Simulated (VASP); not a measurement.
# GdN (Fm-3m) in VASP: further runs

The runs below take GdN through single point, with PBE.

Everything below comes from runs of VASP 6.6.1. Logs are shortened: lines on timing, memory, paths and dates and some standing lists are left out, and cuts for length are marked.

### 1 The cell of the first run

The structure is cubic, space group Fm-3m (No. 225). Conventional cell: a = 4.898 Å, b = 4.898 Å, c = 4.898 Å, α = 90.00°, β = 90.00°, γ = 90.00°. Gd (site symmetry m-3m) has 6 N at 2.45 Å within 3.2 Å. N (site symmetry m-3m) has 6 Gd at 2.45 Å within 3.2 Å.

### 2 Single point, PBE, collinear spin, ferromagnetic start (14.69 Å³/atom)

The input, INCAR:

```
SYSTEM = GdN
PREC     = Accurate       ! precision mode
ENCUT    = 520            ! plane-wave cutoff, eV
EDIFF    = 1E-7           ! SCF threshold, eV
ISMEAR   = -1             ! smearing method
SIGMA    = 0.05           ! smearing width, eV
LREAL    = .False.        ! projectors in reciprocal space
LASPH    = .True.         ! aspherical terms in the spheres
NELM     = 150            ! most SCF steps
ALGO     = Normal         ! electronic algorithm
ISIF     = 2              ! what is computed and relaxed
LWAVE    = .False.        ! write WAVECAR
LCHARG   = .False.        ! write CHGCAR
ISPIN    = 2              ! spin polarisation
MAGMOM   = 7 0            ! initial moments
LORBIT   = 11             ! projections on sites
LMAXMIX  = 6              ! l up to which the mixer works
GGA      = PE             ! functional
NBANDS   = 22             ! bands
```

The input, KPOINTS:

```
regular mesh
0
Gamma
  13 13 13
  0 0 0
```

The input, POSCAR:

```
GdN
1.0
    0.0000000000      2.4489095286      2.4489095286
    2.4489095286      0.0000000000      2.4489095286
    2.4489095286      2.4489095286      0.0000000000
Gd N
1 1
Direct
    0.0000000000      0.0000000000      0.0000000000
    0.5000000000      0.5000000000      0.5000000000
```

Potentials or basis: VASP PAW PBE potentials, release 64 (Gd, N).

Started as:

```bash
> cat potpaw_PBE.64/Gd/POTCAR potpaw_PBE.64/N/POTCAR > POTCAR
> mpirun -np 1 vasp_std > vasp.out
```

OUTCAR:

```text
SYSTEM = GdN
   PREC = Accurate
   ENCUT = 520
   EDIFF = 1E-7
   ISMEAR = -1
   LREAL = .False.
   LASPH = .True.
   NELM = 150
   ISIF = 2
   ISPIN = 2
   LORBIT = 11
   GGA = PE

 ion  position               nearest neighbor table
   1  0.000  0.000  0.000-   2 2.45   2 2.45   2 2.45   2 2.45   2 2.45   2 2.45
   2  0.500  0.500  0.500-   1 2.45   1 2.45   1 2.45   1 2.45   1 2.45   1 2.45

  LATTYP: Found a face centered cubic cell.
 ALAT       =     4.8978190572

  Lattice vectors:

 A1 = (   0.0000000000,   2.4489095286,   2.4489095286)
 A2 = (   2.4489095286,   0.0000000000,   2.4489095286)
 A3 = (   2.4489095286,   2.4489095286,   0.0000000000)

Analysis of symmetry for initial positions (statically):
=====================================================================
 Subroutine PRICEL returns:
 Original cell was already a primitive cell.

 Routine SETGRP: Setting up the symmetry group for a
 face centered cubic supercell.

 Subroutine GETGRP returns: Found 48 space group operations
 (whereof 48 operations were pure point group operations)
 out of a pool of 48 trial point group operations.

The static configuration has the point symmetry O_h .

Analysis of symmetry for dynamics (positions and initial velocities):
=====================================================================
 Subroutine PRICEL returns:
 Original cell was already a primitive cell.

 Routine SETGRP: Setting up the symmetry group for a
 face centered cubic supercell.

 Subroutine GETGRP returns: Found 48 space group operations
 (whereof 48 operations were pure point group operations)
 out of a pool of 48 trial point group operations.

The dynamic configuration has the point symmetry O_h .

Analysis of structural, dynamic, and magnetic symmetry:
=====================================================================
 Subroutine PRICEL returns:
 Original cell was already a primitive cell.

 Routine SETGRP: Setting up the symmetry group for a
 face centered cubic supercell.

 Subroutine GETGRP returns: Found 48 space group operations
 (whereof 48 operations were pure point group operations)
 out of a pool of 48 trial point group operations.

The overall configuration has the point symmetry O_h .

 Subroutine INISYM returns: Found 48 space group operations
 (whereof 48 operations are pure point group operations),
 and found     1 'primitive' translations
[... 109 lines left out ...]
   EFERMI =   0.00;   METHOD = LEGACY
   ISMEAR =    -1;   SIGMA  =   0.05  broadening in eV -4-tet -1-fermi 0-gaus
   EFERMI_NEDOS =   21; number of points for ismear=-14 and -15
   IALGO  =     38    algorithm
   IMIX   =      4    mixing-type and parameters
     AMIX     =   0.40;   BMIX     =  1.00
     AMIX_MAG =   1.60;   BMIX_MAG =  1.00
  volume/ion in A,a.u.               =      14.69        99.11
  Fermi-wavevector in a.u.,A,eV,Ry     =   1.508926  2.851457 30.978543  2.276859
  Thomas-Fermi vector in A             =   2.619316
   LORBIT       =     11    0 simple, 1 ext, 2 COOP (PROOUT), +10 PAW based schemes
   GGA     = PE    functional components
   LHFCALC =     F    Hartree Fock is set to
   AEXX    =    0.0000 exact exchange contribution
   IVDW    =     0    specifies the selected vdW correction
   LEPSILON=     F    determine dielectric tensor
   LRPA    =     F    only Hartree local field effects (RPA)
 spin polarized calculation
  energy-cutoff  :      520.00
  volume of cell :       29.37
 maximum number of plane-waves:       817
 NGX is ok and might be reduce to    28
   NGX = 13   NGY = 13   NGZ = 13

 number of electron      22.9999998 magnetization       6.9982972

 Free energy of the ion-electron system (eV)
  ---------------------------------------------------
  ext. energy  EPLUGINS =         0.00000000
  ---------------------------------------------------
  free energy    TOTEN  =       -23.17370285 eV

  energy without entropy =      -23.17296527  energy(sigma->0) =      -23.17333406

 E-fermi :   4.3454     XC(G=0): -11.8644

 val. band max:        4.2876083280   @ k =   0.0769   0.0000   0.0000
 cond. band min:       4.3852306294   @ k =   0.0769   0.0769   0.0000
 fundamental gap:      0.0976223014
 Fermi energy:         4.3453562183

 spin component 1

 k-point     1 :       0.0000    0.0000    0.0000
  band No.  band energies     occupation
      1     -39.3558      1.00000
      2     -16.3018      1.00000
      3     -16.3018      1.00000
      4     -16.3018      1.00000
      5      -8.9720      1.00000
      6       0.7353      1.00000
[... 589 lines left out ...]
     21      14.7424      0.00000
     22      17.4638      0.00000

 [... further k-points ...]

 spin component 2

 k-point     1 :       0.0000    0.0000    0.0000
  band No.  band energies     occupation
      1     -36.2695      1.00000
      2     -14.0542      1.00000
      3     -14.0542      1.00000
      4     -14.0542      1.00000
      5      -8.9505      1.00000
      6       3.3133      1.00000
[... 589 lines left out ...]
     21      15.6891      0.00000
     22      18.5400      0.00000

 [... further k-points ...]
[... 5 lines left out ...]
  --------------------------------------------------------------------------------------
  -------------------------------------------------------------------------------------
  Total        1.6013281      1.6013281      1.6013281      0.0000000      0.0000000      0.0000000
  in kB       87.3459353     87.3459353     87.3459353      0.0000000      0.0000000      0.0000000
  external PRESSURE =      87.3459353 kB  Pullay stress =       0.0000000 kB

 VOLUME and BASIS-vectors are now :
 -----------------------------------------------------------------------------
  energy-cutoff  :      520.00
  volume of cell :       29.37
      direct lattice vectors                 reciprocal lattice vectors
     0.000000000  2.448909529  2.448909529    -0.204172508  0.204172508  0.204172508
     2.448909529  0.000000000  2.448909529     0.204172508 -0.204172508  0.204172508
     2.448909529  2.448909529  0.000000000     0.204172508  0.204172508 -0.204172508

 POSITION                                       TOTAL-FORCE (eV/Angst)
 -----------------------------------------------------------------------------------
      0.00000      0.00000      0.00000        -0.000000      0.000000     -0.000000
      2.44891      2.44891      2.44891         0.000000     -0.000000      0.000000
 -----------------------------------------------------------------------------------
    total drift:                                0.000000      0.000000      0.000000

  FREE ENERGIE OF THE ION-ELECTRON SYSTEM (eV)
  ---------------------------------------------------
  free  energy   TOTEN  =       -23.1737028515 eV

  energy  without entropy=      -23.1729652662  energy(sigma->0) =      -23.17333406

 total charge

# of ion       s       p       d       f       tot
--------------------------------------------------
    1        2.037   5.673   0.569   6.998  15.277
    2        1.253   2.409   0.000   0.000   3.663
--------------------------------------------------
tot          3.291   8.083   0.569   6.998  18.940

 magnetization (x)

# of ion       s       p       d       f       tot
--------------------------------------------------
    1       -0.005  -0.080   0.090   6.797   6.802
    2       -0.008  -0.084   0.000   0.000  -0.091
--------------------------------------------------
tot         -0.013  -0.163   0.090   6.797   6.711
```

It took 3.6 min on 1 thread of AMD EPYC 9R45 (Zen 5), shared host; peak memory 0.22 GiB.

Results:

* Free energy: -23.1737 eV
* Pressure: 8.7 GPa
* Band gap on the k mesh: zero (filled and empty bands overlap)
* Net moment: 7.00 μB per cell
* Site moments: Gd +6.80; N -0.09 μB
* Valence electrons inside the program's atomic spheres: Gd 15.28; N 3.66

Levels at points of the mesh, in eV from the Fermi level:
Spin up:
```tsv
k point	band 11	band 12	band 13	band 14	band 15	band 16	band 17	band 18	band 19	band 20
(0.00, 0.00, 0.00)	-3.11	-3.11	0.23	0.23	0.23	2.43	2.43	2.43	3.54	4.70
```
Spin down:
```tsv
k point	band 4	band 5	band 6	band 7	band 8	band 9	band 10	band 11	band 12	band 13
(0.00, 0.00, 0.00)	-18.40	-13.30	-1.03	-1.03	-1.03	1.72	2.33	2.33	2.33	3.01
```

Caveat: the cell stands under pressure; spin-orbit coupling is left out, which moves the levels of the heavy elements; a cell with one magnetic atom can't hold antiferromagnetic order, which such compounds often take; semilocal functionals describe open f shells poorly, which spoils levels, moments and volumes.

[end of part 1 of 2]
